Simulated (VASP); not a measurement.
Write the native input for VASP 6.6.1 that does the following.

- Task: single point
- Functional: r2SCAN
- Potentials or basis: VASP PAW PBE potentials, release 64 (H, Fe, F)
- Cutoff: 520 eV
- k mesh: 7 × 7 × 3, shifted
- Occupations: fermi-dirac, width 0.1 eV
- Spin: collinear spin, antiferromagnetic start
- Starting moments: [0.0, 0.0, 4.0, -4.0, 0.0, 0.0, 0.0] μB
- Dipole correction: no
- Further INCAR settings: ALGO = Normal; EDIFF = 1e-06; NBANDS = 32

Crystal: Fe2H2F3.

```
H Fe F
1.0
     3.05222    0.00000    0.00000
    -1.52611    2.64331    0.00000
     0.00000    0.00000    7.62809
H Fe F
2 2 3
Direct
  0.33330 0.66670 0.56660
  0.66670 0.33330 0.43340
  0.66670 0.33330 0.83990
  0.33330 0.66670 0.16010
  0.33330 0.66670 0.69490
  0.66670 0.33330 0.30510
  0.00000 0.00000 0.00000
```

The input as run:

POSCAR

```
Fe2H2F3
1.0
    3.0522244000      0.0000000000      0.0000000000
   -1.5261122000      2.6433062700      0.0000000000
    0.0000000000      0.0000000000      7.6280883400
H Fe F
2 2 3
Direct
    0.3333000000      0.6667000000      0.5666000000
    0.6667000000      0.3333000000      0.4334000000
    0.6667000000      0.3333000000      0.8399000000
    0.3333000000      0.6667000000      0.1601000000
    0.3333000000      0.6667000000      0.6949000000
    0.6667000000      0.3333000000      0.3051000000
    0.0000000000      0.0000000000      0.0000000000
```

INCAR.step1

```
PREC = Accurate
ENCUT = 520
ISMEAR = -5
SIGMA = 0.1
LREAL = False
LASPH = True
NELM = 150
ISPIN = 2
MAGMOM = 0 0 4 -4 0 0 0
LMAXMIX = 4
NBANDS = 32
GGA = PE
ALGO = Normal
EDIFF = 1E-4
LWAVE = True
LCHARG = False
```

INCAR.step2

```
PREC = Accurate
ENCUT = 520
EDIFF = 1E-6
ISMEAR = -1
SIGMA = 0.1
LREAL = False
LASPH = True
NELM = 150
ALGO = Normal
ISIF = 2
LWAVE = False
LCHARG = False
ISPIN = 2
MAGMOM = 0 0 4 -4 0 0 0
LORBIT = 11
LMAXMIX = 4
METAGGA = R2SCAN
LMIXTAU = True
NBANDS = 32
ISTART = 1
```

KPOINTS

```
Automatic mesh
0
Gamma
  7 7 3
  0 0 0.5
```

Potentials or basis: VASP PAW PBE potentials, release 64 (H, Fe, F).

Command:

```bash
$ cat potpaw_PBE.64/H/POTCAR potpaw_PBE.64/Fe/POTCAR potpaw_PBE.64/F/POTCAR > POTCAR
$ cp INCAR.step1 INCAR
$ mpirun -np 1 vasp_std > vasp.out
$ cp INCAR.step2 INCAR
$ mpirun -np 1 vasp_std > vasp.out
```

Results of the run:

- Pressure: 28.4 GPa
- Largest force: 2.891 eV/Å
- Net moment: 0.00 μB per cell
- Site moments: H -0.00, +0.00; Fe +3.06, -3.06; F +0.05, -0.05, +0.00 μB
- Valence electrons inside the program's atomic spheres: H 0.66; Fe 6.95; F 6.21, 6.15 (each value once)

Caveat: the stress differs along the axes, from 22 to 42 GPa; the PAW data sets were made with another functional, which shifts forces and pressure a little.

Wall time 7.9 min on 1 thread of Intel(R) Xeon(R) Platinum 8488C (Sapphire Rapids), with other jobs on the host, peak memory 0.3 GiB.
